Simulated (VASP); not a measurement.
# Ta (P6_3/mmc) in VASP: a series of runs, part 2 of 2

VASP 6.6.1. Earlier steps stand in the parts before.

## 3. Single point, r2SCAN

This run uses another cell than the first one, of 22.07 Å³/atom.

Contents of POSCAR:

```
Ta
1.0
    4.6192336766      0.0000000000      0.0000000000
   -2.3096168383      4.0003737100      0.0000000000
    0.0000000000      0.0000000000      4.7763837641
Ta
4
Direct
    0.0000000000      0.0000000000      0.2500000000
    0.0000000000      0.0000000000      0.7500000000
    0.3333333333      0.6666666667      0.7500000000
    0.6666666667      0.3333333333      0.2500000000
```

Contents of INCAR.step1:

```
SYSTEM = Ta
  PREC = Accurate
  ENCUT = 550
  ISMEAR = 0
  SIGMA = 0.1
  LREAL = .FALSE.
  LASPH = .TRUE.
  NELM = 120
  NBANDS = 34
  GGA = PE
  ALGO = Normal
  EDIFF = 1E-5
  LWAVE = .TRUE.
  LCHARG = .FALSE.
  GGA_COMPAT = .FALSE.
```

Contents of INCAR.step2:

```
SYSTEM = Ta
  PREC = Accurate
  ENCUT = 550
  EDIFF = 1E-6
  ISMEAR = 0
  SIGMA = 0.1
  LREAL = .FALSE.
  LASPH = .TRUE.
  NELM = 120
  ALGO = Normal
  ISIF = 2
  LWAVE = .FALSE.
  LCHARG = .FALSE.
  METAGGA = R2SCAN
  LMIXTAU = .TRUE.
  NBANDS = 34
  ISTART = 1
  GGA_COMPAT = .FALSE.
```

Contents of KPOINTS:

```
regular mesh
0
G
  6 6 4
  0 0 0
```

Potentials or basis: VASP PAW PBE potentials, release 64 (Ta_sv_GW).

The run is started by

```console
cat potpaw_PBE.64/Ta_sv_GW/POTCAR > POTCAR
cp INCAR.step1 INCAR
mpirun -np 1 vasp_std > vasp.out
cp INCAR.step2 INCAR
mpirun -np 1 vasp_std > vasp.out
```

OUTCAR:

```text
SYSTEM = Ta
   PREC = Accurate
   ENCUT = 550
   EDIFF = 1E-6
   ISMEAR = 0
   LREAL = .FALSE.
   LASPH = .TRUE.
   NELM = 120
   ISIF = 2
   METAGGA = R2SCAN
   ISTART = 1

 ion  position               nearest neighbor table
   1  0.000  0.000  0.250-   2 2.39   2 2.39   4 2.67   4 2.67   4 2.67
   2  0.000  0.000  0.750-   1 2.39   1 2.39   3 2.67   3 2.67   3 2.67
   3  0.333  0.667  0.750-   2 2.67   2 2.67   2 2.67
   4  0.667  0.333  0.250-   1 2.67   1 2.67   1 2.67

  LATTYP: Found a hexagonal cell.
 ALAT       =     4.6192336766
 C/A-ratio  =     1.0340208135

  Lattice vectors:

 A1 = (   4.6192336766,   0.0000000000,   0.0000000000)
 A2 = (  -2.3096168383,   4.0003737100,   0.0000000000)
 A3 = (   0.0000000000,   0.0000000000,   4.7763837641)

Analysis of symmetry for initial positions (statically):
=====================================================================
 Subroutine PRICEL returns:
 Original cell was already a primitive cell.

 Routine SETGRP: Setting up the symmetry group for a
 hexagonal supercell.

 Subroutine GETGRP returns: Found 24 space group operations
[... 166 lines left out ...]
  energy without entropy =     -197.39066398  energy(sigma->0) =     -197.40750001

 E-fermi :   8.0380     XC(G=0): -12.6220

 val. band max:        8.0062445581   @ k =   0.3333   0.3333   0.2500
 cond. band min:       8.0633564538   @ k =   0.3333   0.1667   0.2500
 fundamental gap:      0.0571118957
 Fermi energy:         8.0379575706

 k-point     1 :       0.0000    0.0000    0.0000
  band No.  band energies     occupation
      1     -62.0785      2.00000
      2     -62.0684      2.00000
      3     -60.9719      2.00000
      4     -60.5498      2.00000
      5     -28.7526      2.00000
      6     -27.9820      2.00000
[... 766 lines left out ...]
     33      12.1034      0.00000
     34      12.1101      0.00000

------------------------ aborting loop because EDIFF is reached ----------------------------------------

  FORCE on cell =-STRESS in cart. coord.  units (eV):
  Direction    XX          YY          ZZ          XY          YZ          ZX
  --------------------------------------------------------------------------------------
  -------------------------------------------------------------------------------------
  Total       -0.4242697     -0.4242697     -0.3224201     -0.0000000      0.0000000      0.0000000
  in kB       -7.7016349     -7.7016349     -5.8527913     -0.0000000      0.0000000      0.0000000
  external PRESSURE =      -7.0853537 kB  Pullay stress =       0.0000000 kB

 VOLUME and BASIS-vectors are now :
 -----------------------------------------------------------------------------
  energy-cutoff  :      550.00
  volume of cell :       88.26
      direct lattice vectors                 reciprocal lattice vectors
     4.619233677  0.000000000  0.000000000     0.216486125  0.124988323  0.000000000
    -2.309616838  4.000373710  0.000000000     0.000000000  0.249976645  0.000000000
     0.000000000  0.000000000  4.776383764     0.000000000  0.000000000  0.209363412

 POSITION                                       TOTAL-FORCE (eV/Angst)
 -----------------------------------------------------------------------------------
      0.00000      0.00000      1.19410        -0.000000      0.000000     -0.000000
      0.00000      0.00000      3.58229         0.000000     -0.000000     -0.000000
     -0.00000      2.66692      3.58229        -0.000000     -0.000000     -0.000000
      2.30962      1.33346      1.19410         0.000000      0.000000      0.000000
 -----------------------------------------------------------------------------------
    total drift:                               -0.000000      0.000000     -0.000000

  FREE ENERGIE OF THE ION-ELECTRON SYSTEM (eV)
  ---------------------------------------------------
  free  energy   TOTEN  =      -197.4243360472 eV

  energy  without entropy=     -197.3906639808  energy(sigma->0) =     -197.40750001
```

OUTCAR.step1:

```text
SYSTEM = Ta
   PREC = Accurate
   ENCUT = 550
   ISMEAR = 0
   LREAL = .FALSE.
   LASPH = .TRUE.
   NELM = 120
[... 1002 lines left out ...]
      0.00000      0.00000      3.58229        -0.000000      0.000000     -0.000000
     -0.00000      2.66692      3.58229        -0.000000      0.000000      0.000000
      2.30962      1.33346      1.19410         0.000000     -0.000000     -0.000000
 -----------------------------------------------------------------------------------
    total drift:                               -0.000000      0.000000     -0.000000

  FREE ENERGIE OF THE ION-ELECTRON SYSTEM (eV)
  ---------------------------------------------------
  free  energy   TOTEN  =       -50.6675960110 eV

  energy  without entropy=      -50.6306138265  energy(sigma->0) =      -50.64910492
```

OSZICAR.step1:

```text
N       E                     dE             d eps       ncg     rms          rms(c)
DAV:   1     0.554849816000E+03    0.55485E+03   -0.33458E+04  1492   0.156E+03
DAV:   2    -0.120424338625E+02   -0.56689E+03   -0.55432E+03  1762   0.428E+02
DAV:   3    -0.535528698107E+02   -0.41510E+02   -0.40862E+02  2072   0.104E+02
DAV:   4    -0.543215200547E+02   -0.76865E+00   -0.76417E+00  1910   0.154E+01
DAV:   5    -0.543411526011E+02   -0.19633E-01   -0.19614E-01  2066   0.194E+00    0.184E+02
DAV:   6    -0.514087646357E+02    0.29324E+01   -0.15732E+01  1832   0.161E+01    0.126E+02
DAV:   7    -0.520467957786E+02   -0.63803E+00   -0.16462E+01  1808   0.142E+01    0.609E+01
DAV:   8    -0.507023044821E+02    0.13445E+01   -0.57459E+00  1854   0.904E+00    0.260E+01
DAV:   9    -0.506746617021E+02    0.27643E-01   -0.46241E-01  1912   0.296E+00    0.148E+01
DAV:  10    -0.506664382132E+02    0.82235E-02   -0.37275E-02  1802   0.903E-01    0.946E+00
DAV:  11    -0.506678011664E+02   -0.13630E-02   -0.62004E-03  1704   0.624E-01    0.472E+00
DAV:  12    -0.506676359502E+02    0.16522E-03   -0.70436E-04  1854   0.146E-01    0.239E+00
DAV:  13    -0.506676048621E+02    0.31088E-04   -0.59890E-05  1644   0.482E-02    0.838E-01
DAV:  14    -0.506675960110E+02    0.88511E-05   -0.21174E-05  1320   0.229E-02
   1 F= -.50667596E+02 E0= -.50649105E+02  d E =-.369822E-01
```

Wall time 5.2 min (1 thread of AMD EPYC 7R13 (Zen 3), shared host); peak memory 0.22 GiB.

Results:

| Item | Value |
| --- | --- |
| Free energy | -197.4243 eV |
| Pressure | -0.7 GPa |
| Band gap on the k mesh | zero (bands 26 and 27 overlap by 0.67 eV) |

Stress tensor (GPa, compression positive):
```
-0.77  0.00  0.00
 0.00 -0.77  0.00
 0.00  0.00 -0.59
```

Caveat: the PAW data sets were made with another functional, which shifts forces and pressure a little; spin-orbit coupling is left out, which moves the levels of the heavy elements.

The gap in the log of VASP goes by the Fermi energy; the results here count the filled bands.